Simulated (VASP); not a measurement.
# Re (R-3m) in VASP: single point with PBEsol

Aim: the single point of Re with PBEsol.

Program: VASP 6.6.1. These are calculated values, not measurements. Logs are shortened: lines on timing, memory, paths and dates and some standing lists are left out, and cuts for length are marked.

## (1) The cell of the first run

The typed cell holds 3 atoms: a = 2.745 Å, b = 2.745 Å, c = 6.716 Å, α = 90.00°, β = 90.00°, γ = 120.00°.

This isn't the form of Re at room conditions, which is hcp.

## (2) Single point, PBEsol

Input file INCAR:

```
ALGO = Fast
EDIFF = 1E-6
ENCUT = 520
GGA = PS
ISIF = 2
ISMEAR = 0
LASPH = True
LCHARG = False
LREAL = False
LWAVE = False
NBANDS = 18
NELM = 80
PREC = Accurate
SIGMA = 0.1
```

Input file KPOINTS:

```
k-points
0
Gamma
  18 18 7
```

Input file POSCAR:

```
Re
1.0
    2.7451229527      0.0000000000      0.0000000000
   -1.3725614764      2.3773462135      0.0000000000
    0.0000000000      0.0000000000      6.7155965500
Re
3
Direct
    0.0000000000      0.0000000000      0.0000000000
    0.3333333333      0.6666666667      0.3333333333
    0.6666666667      0.3333333333      0.6666666667
```

Potentials or basis: VASP PAW PBE potentials, release 64 (Re).

Run with:

```
$ cat potpaw_PBE.64/Re/POTCAR > POTCAR
$ mpirun -np 1 vasp_std > vasp.out
```

OUTCAR:

```text
EDIFF = 1E-6
   ENCUT = 520
   GGA = PS
   ISIF = 2
   ISMEAR = 0
   LASPH = True
   LREAL = False
   NELM = 80
   PREC = Accurate

 ion  position               nearest neighbor table
   1  0.000  0.000  0.000-   2 2.74   3 2.74   2 2.74   3 2.74   3 2.74   2 2.74
   2  0.333  0.667  0.333-   1 2.74   1 2.74   1 2.74   3 2.74   3 2.74   3 2.74
   3  0.667  0.333  0.667-   1 2.74   1 2.74   1 2.74   2 2.74   2 2.74   2 2.74

  LATTYP: Found a hexagonal cell.
 ALAT       =     2.7451229527
 C/A-ratio  =     2.4463736837

  Lattice vectors:

 A1 = (   2.7451229527,   0.0000000000,   0.0000000000)
 A2 = (  -1.3725614764,   2.3773462135,   0.0000000000)
 A3 = (   0.0000000000,   0.0000000000,   6.7155965500)

Analysis of symmetry for initial positions (statically):
=====================================================================
 Subroutine PRICEL returns following result:

  LATTYP: Found a trigonal (rhomboedric) cell.
 ALAT       =     2.7427953525
 COS(alpha) =     0.4991510165

  Lattice vectors:

 A1 = (   1.3725614761,   0.7924487380,  -2.2385321838)
 A2 = (   0.0000000002,  -1.5848974757,  -2.2385321831)
 A3 = (  -1.3725614762,   0.7924487378,  -2.2385321831)

   3 primitive cells build up your supercell.

 Routine SETGRP: Setting up the symmetry group for a
 hexagonal supercell.

 Subroutine GETGRP returns: Found 12 space group operations
 (whereof 12 operations were pure point group operations)
 out of a pool of 24 trial point group operations.

The static configuration has the point symmetry D_3d.

Analysis of symmetry for dynamics (positions and initial velocities):
=====================================================================
 Subroutine PRICEL returns following result:

  LATTYP: Found a trigonal (rhomboedric) cell.
 ALAT       =     2.7427953525
 COS(alpha) =     0.4991510165

  Lattice vectors:

 A1 = (   1.3725614761,   0.7924487380,  -2.2385321838)
 A2 = (   0.0000000002,  -1.5848974757,  -2.2385321831)
 A3 = (  -1.3725614762,   0.7924487378,  -2.2385321831)

   3 primitive cells build up your supercell.

 Routine SETGRP: Setting up the symmetry group for a
 hexagonal supercell.

[... 94 lines left out ...]
   ISTART =      0    job   : 0-new  1-cont  2-samecut
   ICHARG =      2    charge: 1-file 2-atom 10-const
   ISPIN  =      1    spin polarized calculation?
   LNONCOLLINEAR =      F non collinear calculations
   LSORBIT =      F    spin-orbit coupling
   LASPH  =      T    aspherical Exc in radial PAW
   ENCUT  =  520.0 eV  38.22 Ry    6.18 a.u.   5.10  5.10 12.49*2*pi/ulx,y,z
   NELM   =     80;   NELMIN=  2; NELMDL= -5     # of ELM steps
   EDIFF  = 0.1E-05   stopping-criterion for ELM
   LREAL  =      F    real-space projection
   EDIFFG = 0.1E-04   stopping-criterion for IOM
   NSW    =      0    number of steps for IOM
   IBRION =     -1    ionic relax: 0-MD 1-quasi-New 2-CG
   NFREE  =      0    steps in history (QN), initial steepest desc. (CG)
   ISIF   =      2    stress and relaxation
   ISYM   =      2    0-nonsym 1-usesym 2-fastsym
   POTIM  = 0.5000    time-step for ionic-motion
   TEBEG  =    0.0;   TEEND  =   0.0 temperature during run
   PSTRESS=    0.0 pullay stress
   NELECT =      21.0000    total number of electrons
   NUPDOWN=      -1.0000    fix difference up-down
   EMIN   =  10.00;   EMAX   =-10.00  energy-range for DOS
   EFERMI =   0.00;   METHOD = LEGACY
   ISMEAR =     0;   SIGMA  =   0.10  broadening in eV -4-tet -1-fermi 0-gaus
   EFERMI_NEDOS =   21; number of points for ismear=-14 and -15
   IALGO  =     68    algorithm
   IMIX   =      4    mixing-type and parameters
     AMIX     =   0.40;   BMIX     =  1.00
     AMIX_MAG =   1.60;   BMIX_MAG =  1.00
  volume/ion in A,a.u.               =      14.61        98.59
  Fermi-wavevector in a.u.,A,eV,Ry     =   1.281057  2.420846 22.328603  1.641106
  Thomas-Fermi vector in A             =   2.413449
   LORBIT       =      0    0 simple, 1 ext, 2 COOP (PROOUT), +10 PAW based schemes
   GGA     = PS    functional components
   LHFCALC =     F    Hartree Fock is set to
   AEXX    =    0.0000 exact exchange contribution
   IVDW    =     0    specifies the selected vdW correction
   LEPSILON=     F    determine dielectric tensor
   LRPA    =     F    only Hartree local field effects (RPA)
 non-spin polarized calculation
 RMM-DIIS sequential band-by-band and
 Gauss-broadening in eV      SIGMA  =   0.10
  energy-cutoff  :      520.00
  volume of cell :       43.83
 maximum number of plane-waves:      1213
   NGX = 11   NGY = 11   NGZ = 25

 number of electron      20.9999999 magnetization

 Free energy of the ion-electron system (eV)
  ---------------------------------------------------
  ext. energy  EPLUGINS =         0.00000000
  ---------------------------------------------------
  free energy    TOTEN  =       -39.91101769 eV

  energy without entropy =      -39.89921835  energy(sigma->0) =      -39.90511802

 E-fermi :   8.0713     XC(G=0): -13.8602

 val. band max:        8.0706965413   @ k =   0.2778   0.2778   0.4286
 cond. band min:       8.0745602762   @ k =   0.3333   0.0556   0.0000
 fundamental gap:      0.0038637349
 Fermi energy:         8.0713124090

 k-point     1 :       0.0000    0.0000    0.0000
  band No.  band energies     occupation
      1      -2.1382      2.00000
      2       0.9354      2.00000
      3       0.9354      2.00000
      4       6.0235      2.00000
      5       6.0235      2.00000
      6       6.1268      2.00000
[... 481 lines left out ...]
      5       4.3198      2.00000
      6       4.9092      2.00000
[... 10 lines left out ...]
     17      14.4342      0.00000
     18      15.3141      0.00000

 [... further k-points ...]

------------------------ aborting loop because EDIFF is reached ----------------------------------------

  FORCE on cell =-STRESS in cart. coord.  units (eV):
  Direction    XX          YY          ZZ          XY          YZ          ZX
  --------------------------------------------------------------------------------------
  -------------------------------------------------------------------------------------
  Total       -0.0252546     -0.0252546     -0.0209193      0.0000000     -0.0000000     -0.0000000
  in kB       -0.9232348     -0.9232348     -0.7647503      0.0000000     -0.0000000     -0.0000000
  external PRESSURE =      -0.8704066 kB  Pullay stress =       0.0000000 kB

 VOLUME and BASIS-vectors are now :
 -----------------------------------------------------------------------------
  energy-cutoff  :      520.00
  volume of cell :       43.83
      direct lattice vectors                 reciprocal lattice vectors
     2.745122953  0.000000000  0.000000000     0.364282408  0.210318546  0.000000000
    -1.372561476  2.377346214  0.000000000     0.000000000  0.420637093  0.000000000
     0.000000000  0.000000000  6.715596550     0.000000000  0.000000000  0.148907099

 POSITION                                       TOTAL-FORCE (eV/Angst)
 -----------------------------------------------------------------------------------
      0.00000      0.00000      0.00000         0.000000     -0.000000     -0.000000
     -0.00000      1.58490      2.23853         0.000000      0.000000      0.000000
      1.37256      0.79245      4.47706        -0.000000     -0.000000     -0.000000
 -----------------------------------------------------------------------------------
    total drift:                               -0.000000      0.000000     -0.000000

  FREE ENERGIE OF THE ION-ELECTRON SYSTEM (eV)
  ---------------------------------------------------
  free  energy   TOTEN  =       -39.9110176864 eV

  energy  without entropy=      -39.8992183539  energy(sigma->0) =      -39.90511802
```

OSZICAR:

```text
N       E                     dE             d eps       ncg     rms          rms(c)
DAV:   1     0.686969446506E+02    0.68697E+02   -0.96763E+03 15844   0.140E+03
DAV:   2    -0.339967293246E+02   -0.10269E+03   -0.93743E+02 15324   0.405E+02
DAV:   3    -0.416379417379E+02   -0.76412E+01   -0.65121E+01 13182   0.219E+02
DAV:   4    -0.421593529035E+02   -0.52141E+00   -0.49003E+00 13914   0.371E+01
DAV:   5    -0.421801864976E+02   -0.20834E-01   -0.20585E-01 13856   0.665E+00    0.551E+01
RMM:   6    -0.404017656076E+02    0.17784E+01   -0.33648E-01  8839   0.264E+01    0.214E+01
RMM:   7    -0.399158270947E+02    0.48594E+00   -0.46885E+00 12394   0.285E+01    0.156E+00
RMM:   8    -0.399160924539E+02   -0.26536E-03   -0.20907E-01 12238   0.508E+00    0.130E+00
RMM:   9    -0.399129603660E+02    0.31321E-02   -0.41019E-02 13015   0.107E+00    0.241E-01
RMM:  10    -0.399108764793E+02    0.20839E-02   -0.31081E-03 10125   0.169E+00    0.165E-01
RMM:  11    -0.399109907222E+02   -0.11424E-03   -0.50422E-03 12905   0.630E-01    0.318E-02
RMM:  12    -0.399110142502E+02   -0.23528E-04   -0.38507E-04 13014   0.110E-01    0.485E-03
RMM:  13    -0.399110183673E+02   -0.41171E-05   -0.39287E-05 12012   0.435E-02    0.316E-03
RMM:  14    -0.399110176864E+02    0.68090E-06   -0.52111E-06  7805   0.542E-02
   1 F= -.39911018E+02 E0= -.39905118E+02  d E =-.117993E-01
```

Wall time 2.4 min (1 thread of Intel Xeon Platinum 8259CL at 2.50GHz (Skylake/Cascade Lake), shared host); peak memory 0.26 GiB.

What came out:

* Free energy: -39.9110 eV
* Pressure: -0.1 GPa
* Band gap on the k mesh: zero (an odd number of electrons rules out a gap without spin polarisation)

Caveat: the PAW data sets were made with another functional, which shifts forces and pressure a little; spin-orbit coupling is left out, which moves the levels of the heavy elements.
